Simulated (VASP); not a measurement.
## Bi: single point with PBEsol

The system is Bi.

```xyz
2
Lattice="4.5390 0.0000 0.0000 -2.2695 3.9309 0.0000 0.0000 0.0000 12.1839" Properties=species:S:1:pos:R:3 pbc="T T T"
Bi    0.0000    2.6206    3.0460
Bi    2.2695    1.3103    9.1379
```

This cell differs from its parent crystal: strain +0.000 along x and y, +0.030 along z.

```
Program                : VASP 6.6.1
Task                   : single point
Functional             : PBEsol
Potentials or basis    : VASP PAW PBE potentials, release 64 (Bi_d)
Cutoff                 : 520 eV
k mesh                 : 12 × 12 × 4
Occupations            : gaussian, width 0.15 eV
Spin                   : no spin polarisation
Dipole correction      : no
Further INCAR settings : ALGO = Fast; EDIFF = 1e-07; NBANDS = 22
```

- Pressure: -3.4 GPa
- Band gap on the k mesh: zero (bands 15 and 16 overlap by 2.16 eV)

Stress tensor (GPa, compression positive):
```
-4.91  0.00  0.00
 0.00 -4.91  0.00
 0.00  0.00 -0.28
```

Levels at points of the mesh, in eV from the Fermi level:
```tsv
k point	band 11	band 12	band 13	band 14	band 15	band 16	band 17	band 18	band 19	band 20
(0.00, 0.00, 0.00)	-10.35	-10.35	-0.80	-0.39	1.40	1.40	1.41	1.41	3.04	4.43
(0.50, 0.00, 0.00)	-10.02	-10.02	-1.41	-1.39	0.08	0.19	0.70	0.73	4.77	4.92
(0.00, 0.00, 0.50)	-10.35	-10.35	-0.62	-0.62	1.40	1.40	1.40	1.40	3.69	3.69
(0.50, 0.00, 0.50)	-10.02	-10.02	-1.40	-1.40	0.14	0.14	0.71	0.71	4.70	4.70
```

Run time: 2.9 min on 1 thread of AMD EPYC 9R45 96-Core Processor (Zen 5) (shared host), peak memory 0.44 GiB.

Caveat: the cell differs from its parent crystal (strain +0.000 along x and y, +0.030 along z); the cell stands under tension; the PAW data sets were made with another functional, which shifts forces and pressure a little; spin-orbit coupling is left out, which moves the levels of the heavy elements.
